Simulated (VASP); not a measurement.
**BN: single point with r2SCAN**

The system is BN.

```
B N
1.0
     0.00000    1.71019    1.71019
     1.71019    0.00000    1.71019
     1.71019    1.71019    0.00000
B N
1 1
Direct
  0.00000 0.00000 0.00000
  0.50000 0.50000 0.50000
```

This cell differs from its parent crystal: volume changed by -6%.

```json
{"Program": "VASP 6.6.1", "Task": "single point", "Functional": "r2SCAN", "Potentials or basis": "VASP PAW PBE potentials, release 64 (B, N)", "Cutoff": "520 eV", "k mesh": "10 × 10 × 10", "Occupations": "gaussian, width 0.01 eV", "Spin": "no spin polarisation", "Dipole correction": "no", "Further INCAR settings": "ALGO = Normal; EDIFF = 1e-06; NBANDS = 11"}
```

The pressure is 28.4 GPa. The band gap on the k mesh is 1.98 eV, indirect (least direct gap 6.75 eV).

Levels at points of the mesh, in eV from the valence-band top:
| k point | band 1 | band 2 | band 3 | band 4 | band 5 | band 6 | band 7 | band 8 | band 9 |
| --- | --- | --- | --- | --- | --- | --- | --- | --- | --- |
| (0.00, 0.00, 0.00) | -24.47 | -0.81 | -0.81 | -0.81 | 11.37 | 13.98 | 13.98 | 13.98 | 19.88 |
| (0.50, 0.00, 0.00) | -18.79 | -13.66 | -0.66 | -0.66 | 6.09 | 6.09 | 8.70 | 16.01 | 25.31 |
| (0.50, 0.50, 0.00) | -15.65 | -12.96 | -6.13 | -6.13 | 1.98 | 9.64 | 16.93 | 16.93 | 18.85 |

Run time: 16 s on 1 thread of Intel(R) Xeon(R) Platinum 8488C (Sapphire Rapids), on a shared host, peak memory 0.11 GiB.

Caveat: the PAW data sets were made with another functional, which shifts forces and pressure a little. A k mesh can miss the band edges.
